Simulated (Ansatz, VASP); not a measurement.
# Ru3Pt: VASP beside Ansatz

```
CELL_PARAMETERS angstrom
4.88848 0.00000 0.00000
0.00000 4.88848 0.00000
0.00000 0.00000 4.88848
ATOMIC_POSITIONS crystal
Ru 0.25000 0.00000 0.50000
Ru 0.75000 0.00000 0.50000
Ru 0.50000 0.25000 0.00000
Ru 0.50000 0.75000 0.00000
Ru 0.00000 0.50000 0.25000
Ru 0.00000 0.50000 0.75000
Pt 0.00000 0.00000 0.00000
Pt 0.50000 0.50000 0.50000
```

Alike in both runs: functional PBE; k mesh 4 × 4 × 4; occupations gaussian, width 0.1 eV; no spin polarisation.

Ansatz relaxed the structure, and its values are those at the end. VASP's run is a single point on that final structure, the one shown.

|  | VASP | Ansatz |
| --- | --- | --- |
| version | VASP 6.6.1 | Ansatz 0.2.0 |
| potentials or method | VASP PAW PBE potentials, release 64 (Ru_pv, Pt), cutoff 520 eV | scalar-relativistic, plane waves, PAW |
| valence electrons in the cell | 104 | 132 |

|  | VASP | Ansatz | Ansatz less VASP |
| --- | --- | --- | --- |
| gap on the k mesh at the Fermi level (eV) | none | none | - |
| pressure (GPa) | -0.2 | -0.1 | +0.16 |

A gap of «none» marks a metal or a gap that the smearing closes. VASP's potentials hold 104 valence electrons a cell and Ansatz's 132, so a difference there can come from the potentials and not from the codes.

Neither program's run includes spin-orbit coupling.
